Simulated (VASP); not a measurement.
# Zn2SiN (P4/mmm) in VASP: a series of runs, part 2 of 2

VASP 6.6.1.

**3. Relaxation of cell and atoms, PBE**

This run uses another cell than the first one, of 14.32 Å³/atom.

Input file INCAR:

```
ALGO = Normal ; EDIFF = 1E-7
EDIFFG = -0.04 ; ENCUT = 600
GGA = PE ; GGA_COMPAT = False
IBRION = 2 ; ISIF = 3
ISMEAR = 0 ; LASPH = True
LCHARG = False ; LREAL = False
LWAVE = False ; NELM = 120
NELMIN = 4 ; NSW = 90
PREC = Accurate ; SIGMA = 0.1
```

Input file KPOINTS:

```
k-points
0
Gamma
  4 4 4
```

Input file POSCAR:

```
Zn2SiN
1.0
    3.8120819500      0.0000000000      0.0000000000
    0.0000000000      3.8120819500      0.0000000000
    0.0000000000      0.0000000000      3.9419396900
Zn Si N
2 1 1
Direct
    0.0000000000      0.5000000000      0.5000000000
    0.5000000000      0.0000000000      0.5000000000
    0.0000000000      0.0000000000      0.5000000000
    0.0000000000      0.0000000000      0.0000000000
```

Potentials or basis: VASP PAW PBE potentials, release 64 (Zn, Si, N).

Launch:

```console
cat potpaw_PBE.64/Zn/POTCAR potpaw_PBE.64/Si/POTCAR potpaw_PBE.64/N/POTCAR > POTCAR
mpirun -np 1 vasp_std > vasp.out
```

OUTCAR:

```text
EDIFF = 1E-7
   EDIFFG = -0.04
   ENCUT = 600
   GGA = PE
   IBRION = 2
   ISIF = 3
   ISMEAR = 0
   LASPH = True
   LREAL = False
   NELM = 120
   NELMIN = 4
   NSW = 90
   PREC = Accurate

 ion  position               nearest neighbor table
   1  0.000  0.500  0.500-   3 1.91   3 1.91   2 2.70   2 2.70   2 2.70   2 2.70
   2  0.500  0.000  0.500-   3 1.91   3 1.91   1 2.70   1 2.70   1 2.70   1 2.70
   3  0.000  0.000  0.500-   1 1.91   2 1.91   1 1.91   2 1.91   4 1.97   4 1.97
   4  0.000  0.000  0.000-   3 1.97   3 1.97

  LATTYP: Found a simple tetragonal cell.
 ALAT       =     3.8120819500
 C/A-ratio  =     1.0340647818

  Lattice vectors:

 A1 = (   3.8120819500,   0.0000000000,   0.0000000000)
 A2 = (   0.0000000000,   3.8120819500,   0.0000000000)
 A3 = (   0.0000000000,   0.0000000000,   3.9419396900)

[... 702 lines left out ...]

  energy  without entropy=      -12.9258123058  energy(sigma->0) =      -12.92945704

[... ionic steps 4 to 11 ...]

--------------------------------------- Ionic step       12  -------------------------------------------

 number of electron      33.0000128 magnetization

------------------------ aborting loop because EDIFF is reached ----------------------------------------
[... 71 lines left out ...]
--------------------------------------- Ionic step       14  -------------------------------------------

 number of electron      33.0000137 magnetization

 Free energy of the ion-electron system (eV)
  ---------------------------------------------------
  ext. energy  EPLUGINS =         0.00000000
  ---------------------------------------------------
  free energy    TOTEN  =       -13.30316633 eV

  energy without entropy =      -13.28599337  energy(sigma->0) =      -13.29457985

 E-fermi :   1.6042     XC(G=0):  -8.5979

 val. band max:        1.5635889895   @ k =   0.2500   0.2500   0.0000
 cond. band min:       1.6326658636   @ k =   0.2500   0.2500   0.2500
 fundamental gap:      0.0690768740
 Fermi energy:         1.6042328682

 k-point     1 :       0.0000    0.0000    0.0000
  band No.  band energies     occupation
      1     -14.5271      2.00000
      2      -5.7805      2.00000
      3      -5.5198      2.00000
      4      -5.4780      2.00000
      5      -5.4155      2.00000
      6      -5.3581      2.00000
[... 434 lines left out ...]
  FREE ENERGIE OF THE ION-ELECTRON SYSTEM (eV)
  ---------------------------------------------------
  free  energy   TOTEN  =       -13.3031663261 eV

  energy  without entropy=      -13.2859933653  energy(sigma->0) =      -13.29457985

 reached required accuracy - stopping structural energy minimisation
```

OSZICAR:

```text
N       E                     dE             d eps       ncg     rms          rms(c)
DAV:   1     0.211144925503E+03    0.21114E+03   -0.17837E+04   720   0.237E+03
DAV:   2     0.114140827421E+02   -0.19973E+03   -0.19187E+03   744   0.405E+02
DAV:   3    -0.949921384623E+01   -0.20913E+02   -0.19794E+02   872   0.125E+02
[... 178 lines left out ...]
DAV:   6    -0.133031600090E+02   -0.31887E-05   -0.24305E-05   760   0.409E-02    0.231E-02
DAV:   7    -0.133031654282E+02   -0.54192E-05   -0.42962E-06   832   0.359E-02    0.360E-03
DAV:   8    -0.133031660958E+02   -0.66752E-06   -0.15891E-06   764   0.144E-02    0.109E-03
DAV:   9    -0.133031662752E+02   -0.17946E-06   -0.25145E-07   604   0.459E-03    0.357E-04
DAV:  10    -0.133031663261E+02   -0.50919E-07   -0.34065E-08   448   0.178E-03
  14 F= -.13303166E+02 E0= -.13294580E+02  d E =-.750184E-03
```

Run time: 3.5 min. Hardware: 1 thread of Intel Xeon Platinum 8488C (Sapphire Rapids), shared host; peak memory 0.18 GiB.

Results:

* Free energy: -13.3032 eV
* Relaxed volume: 21.65 Å³/atom
* Relaxed cell: a = 5.049 Å, b = 5.049 Å, c = 3.397 Å, α = 90.00°, β = 90.00°, γ = 90.00°
* Space group after relaxing (to 0.1 Å): P4/mmm (No. 123)
* Energy gained by relaxing: 1543.1 meV/atom
* Ionic steps: 14
* Pressure after relaxing: -0.2 GPa
* Band gap on the k mesh: zero (an odd number of electrons rules out a gap without spin polarisation)

The path:
| step | energy change (eV) | largest force (eV/Å) | pressure (GPa) | volume (Å³) |
| --- | --- | --- | --- | --- |
| 1 | 0.0000 | 0.0000 | 54.24 | 57.28 |
| 2 | -5.6445 | 0.0000 | -7.62 | 102.44 |
| 3 | -5.8024 | 0.0000 | -2.66 | 84.22 |
| 4 | -5.8422 | 0.0000 | -5.96 | 91.77 |
| 5 | -5.8582 | 0.0000 | -4.86 | 88.77 |
| 6 | -6.1516 | 0.0000 | 0.66 | 82.12 |
| 7 | -6.1517 | 0.0000 | 0.78 | 82.01 |
| 8 | -6.1586 | 0.0000 | 0.50 | 82.92 |
| 9 | -6.1690 | 0.0000 | -0.08 | 85.14 |
| 10 | -6.1540 | 0.0000 | -1.09 | 89.60 |
| 11 | -6.1715 | 0.0000 | -0.32 | 86.11 |
| 12 | -6.1717 | 0.0000 | -0.48 | 86.69 |
| 13 | -6.1670 | 0.0000 | 0.53 | 86.40 |
| 14 | -6.1725 | 0.0000 | -0.22 | 86.61 |

Final structure:
```
CELL_PARAMETERS angstrom
5.04895 0.00000 0.00000
0.00000 5.04895 0.00000
0.00000 0.00000 3.39747
ATOMIC_POSITIONS crystal
Zn 0.00000 0.50000 0.50000
Zn 0.50000 0.00000 0.50000
Si 0.00000 0.00000 0.50000
N 0.00000 0.00000 0.00000
```

Levels at points of the mesh, in eV from the Fermi level:
```tsv
k point	band 12	band 13	band 14	band 15	band 16	band 17	band 18	band 19	band 20
(0.00, 0.00, 0.00)	-6.54	-5.50	-4.96	-4.96	-2.18	1.05	2.14	2.14	4.86
(0.50, 0.00, 0.00)	-6.28	-6.09	-4.72	-4.63	-0.54	-0.20	2.11	2.79	2.90
(0.50, 0.50, 0.00)	-6.12	-5.70	-5.70	-3.23	-0.87	-0.19	-0.19	4.43	6.26
(0.00, 0.00, 0.50)	-6.72	-2.63	-2.63	-2.32	-1.64	-1.64	-0.09	0.37	2.58
(0.50, 0.00, 0.50)	-6.83	-3.58	-3.35	-2.63	-1.50	-1.28	1.51	2.61	2.81
(0.50, 0.50, 0.50)	-6.82	-3.31	-3.31	-3.18	-3.18	0.66	1.06	3.04	3.04
```

Caveat: the k points lie up to 0.46 Å⁻¹ apart in the final cell, too coarse for converged energies and pressures of a metal; the volume moved by over 15 % at a fixed basis, so the end points are rough.
